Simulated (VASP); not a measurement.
Set up this calculation in VASP 6.6.1, as the native input.

```
Task                   : single point
Functional             : PBE
Dispersion             : D3(BJ)
Potentials or basis    : VASP PAW PBE potentials, release 64 (Si, O)
Cutoff                 : 520 eV
k mesh                 : 1 × 1 × 1
Occupations            : fermi-dirac, width 0.02 eV
Spin                   : collinear spin
Starting moments       : [0.0, 0.0, 0.0, 0.0, 0.0, 0.0, 0.0, 0.0, 0.0, 0.0, 0.0, 0.0, 0.0, 0.0, 0.0, 0.0, 0.0, 0.0, 0.0, 0.0, 0.0, 0.0, 0.0, 0.0, 1.0] μB
Dipole correction      : no
Further INCAR settings : LREAL = Auto; ALGO = Normal; EDIFF = 1e-06; NBANDS = 89
```

The structure of Si8O17 (a cell with a defect) lies in POSCAR:

```
Si8O17
1.0
   -4.9028000000     -4.9028000000      0.0000000000
    4.9028000000     -4.9028000000      0.0000000000
    0.0000000000      0.0000000000      6.7782000000
Si O
8 17
Direct
    0.1817736803      0.4693032553      0.0120385943
   -0.0188769683      0.1903912050      0.2708388658
    0.7835012646      0.5018458840      0.4983033844
   -0.0013461695      0.7744554132      0.7829364728
    0.6956942971      0.0012339887      0.0148269452
    0.4905666150      0.6926348209      0.2304889204
    0.3010320633     -0.0100758750      0.5215691482
    0.4953190014      0.2952496533      0.7586674928
    0.3413865546      0.5171636616      0.1867604969
    0.9097862446      0.3164110304      0.4522882181
    0.6145467896      0.4772986865      0.6635094863
    0.0583442115      0.6542281961      0.9757162669
    0.9434710778      0.6552072285      0.5762739370
    0.6966835278      0.5943338500      0.2968339677
    0.0234559843      0.3284245737      0.0866159157
    0.2954230236      0.3959982051      0.8236700009
    0.8437831443      0.0184180468      0.1879555044
    0.4055335727      0.8179101738      0.4085745478
    0.1621012483      0.9323345843      0.7152488861
    0.6040833809      0.2081463653      0.9490277655
    0.4537509178      0.1627947295      0.5691333982
    0.1711776944      0.0901627641      0.3487651589
    0.5120033450      0.8531961328      0.0421055738
    0.8062127764      0.9130904789      0.8227110442
    0.2233111691      0.0419454189      0.0411466171
```

These files were run (other wordings do the same):

INCAR

```
SYSTEM = Si8O17
PREC     = Accurate       ! precision mode
ENCUT    = 520            ! plane-wave cutoff, eV
EDIFF    = 1E-6           ! SCF threshold, eV
ISMEAR   = -1             ! smearing method
SIGMA    = 0.02           ! smearing width, eV
LREAL    = Auto         
LASPH    = .True.         ! aspherical terms in the spheres
NELM     = 150            ! most SCF steps
ALGO     = Normal         ! electronic algorithm
ISIF     = 2              ! what is computed and relaxed
LWAVE    = .False.        ! write WAVECAR
LCHARG   = .False.        ! write CHGCAR
ISPIN    = 2              ! spin polarisation
MAGMOM   = 0 0 0 0 0 0 0 0 0 0 0 0 0 0 0 0 0 0 0 0 0 0 0 0 1 ! initial moments
LORBIT   = 11             ! projections on sites
GGA      = PE             ! functional
IVDW     = 12             ! dispersion correction
NBANDS   = 89             ! bands
```

KPOINTS

```
Automatic mesh
0
Gamma
  1 1 1
  0 0 0
```

Potentials or basis: VASP PAW PBE potentials, release 64 (Si, O).

The run is started by

```console
$ cat potpaw_PBE.64/Si/POTCAR potpaw_PBE.64/O/POTCAR > POTCAR
$ mpirun -np 1 vasp_gam > vasp.out
```

It gave:

The pressure is 5.3 GPa, the largest force is 3.124 eV/Å and the band gap on the k mesh is 1.30 eV. The net moment is 2.00 μB per cell and the site moments are Si -0.00, +0.00; O -0.00, +0.00, +0.05, +0.06, +0.11, +0.01, +1.38 μB. The valence electrons inside the program's atomic spheres are Si 1.75, 1.70, 1.67, 1.59, 1.68, 1.60, 1.61, 1.66; O 5.22, 5.29, 5.21, 5.30, 5.28, 5.27, 5.18, 5.24, 5.26, 5.16, 4.66 and the dispersion energy per atom is -0.133 eV.

Caveat: the k points lie up to 0.93 Å⁻¹ apart.

Run time: 92 s on 1 thread of AMD EPYC 7R43 64-Core Processor (Zen 3), on a shared host, peak memory 0.4 GiB.
